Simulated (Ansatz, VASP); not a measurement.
## Al: VASP beside Ansatz

File POSCAR:

```
Al
1.0
    2.8270800000      0.0000000000      0.0000000000
   -1.4135400000      2.4483200000      0.0000000000
    0.0000000000      0.0000000000      9.1859900000
Al
4
Direct
    0.0077000000      0.9959600000      0.0011900000
    0.3405411084      0.6709422167      0.2498400000
    0.9988900000      0.0001700000      0.4998700000
    0.6729200000      0.3389000000      0.7509600000
```

File INCAR.step1:

```
SYSTEM = Al
PREC = Accurate ; ENCUT = 520
ISMEAR = -1 ; SIGMA = 0.15
LREAL = .False. ; LASPH = .True.
NELM = 60 ; NBANDS = 14
GGA = PE ; ALGO = Normal
EDIFF = 1E-4 ; LWAVE = .True.
LCHARG = .False.
```

File INCAR.step2:

```
SYSTEM = Al
PREC = Accurate ; ENCUT = 520
EDIFF = 1E-6 ; ISMEAR = -1
SIGMA = 0.15 ; LREAL = .False.
LASPH = .True. ; NELM = 60
ALGO = Normal ; ISIF = 2
LWAVE = .False. ; LCHARG = .False.
METAGGA = R2SCAN ; LMIXTAU = .True.
NBANDS = 14 ; ISTART = 1
```

KPOINTS

```
regular mesh
0
Gamma
  6 6 2
  0 0 0
```

Input for Ansatz:

```yaml
crystal:
  lattice:
    - [2.82708, 0.0, 0.0]
    - [-1.41354, 2.44832, 0.0]
    - [0.0, 0.0, 9.18599]
  atoms:
    - { symbol: Al, position: [0.0077, 0.99596, 0.00119] }
    - { symbol: Al, position: [0.3405411083518494, 0.6709422167036989, 0.24984] }
    - { symbol: Al, position: [0.99889, 0.00017, 0.49987] }
    - { symbol: Al, position: [0.67292, 0.3389, 0.75096] }
basis:
  ecutwfc: 650.0
  xc_grid: 2
kpoints:
  mp_grid:
    grid: [6, 6, 2]
hamiltonian:
  xc: r2scan
scf:
  convergence:
    dr2_threshold: 1.0e-09
  occupations:
    method: fermi_dirac
    width: 0.15
output:
  forces: true
  stress: true
```

Alike in both runs: task single point; functional r2SCAN; k mesh 6 × 6 × 2; occupations fermi-dirac, width 0.15 eV; no spin polarisation.

|  | VASP | Ansatz |
| --- | --- | --- |
| version | VASP 6.6.1 | Ansatz 0.2.0 |
| potentials or method | VASP PAW PBE potentials, release 64 (Al), cutoff 520 eV | plane waves, PAW |
| valence electrons in the cell | 12 | 12 |

Ansatz gave:

```
pressure (GPa)                                                : 0.9
traceless stress, the component that is largest in VASP (GPa) : 1.69
rms of the force components (eV/Å)                            : 0.028
```

Q: What did VASP give for the same quantities?

A: Pressure (GPa): 0.6; traceless stress, the component that is largest in VASP (GPa): 1.69; rms of the force components (eV/Å): 0.028.

VASP's potentials were made for PBE, not for r2SCAN. Atom by atom the forces differ by 0.000 eV/Å (rms over components). Ansatz's warnings: stress scf threshold loose.

The k mesh is coarse, so the values compare programs but aren't converged.
